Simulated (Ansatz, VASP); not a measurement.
Two plane-wave programs on Al

```
Al
1.0
     2.89044    0.00000    0.00000
    -1.44522    2.50320    0.00000
     0.00000    0.00000    9.04449
Al
4
Direct
  0.00000 0.00000 0.00000
  0.33333 0.66667 0.25000
  0.00000 0.00000 0.50000
  0.66667 0.33333 0.75000
```

Alike in both runs: task single point; functional PBE; dispersion D3(BJ); k mesh 18 × 18 × 6; occupations gaussian, width 0.15 eV; no spin polarisation.

|  | VASP | Ansatz |
| --- | --- | --- |
| version | VASP 6.6.1 | Ansatz 0.2.0 |
| potentials or method | VASP PAW PBE potentials, release 64 (Al), cutoff 520 eV | scalar-relativistic, plane waves, PAW |
| valence electrons in the cell | 12 | 12 |

Ansatz gave:

* gap on the k mesh at the Fermi level (eV): none
* pressure (GPa): -2.3
* traceless stress, the component that is largest in VASP (GPa): 2.23

What did VASP give for the same quantities?

gap on the k mesh at the Fermi level (eV): none; pressure (GPa): -2.4; traceless stress, the component that is largest in VASP (GPa): 2.23.

A gap of «none» marks a metal or a gap that the smearing closes.
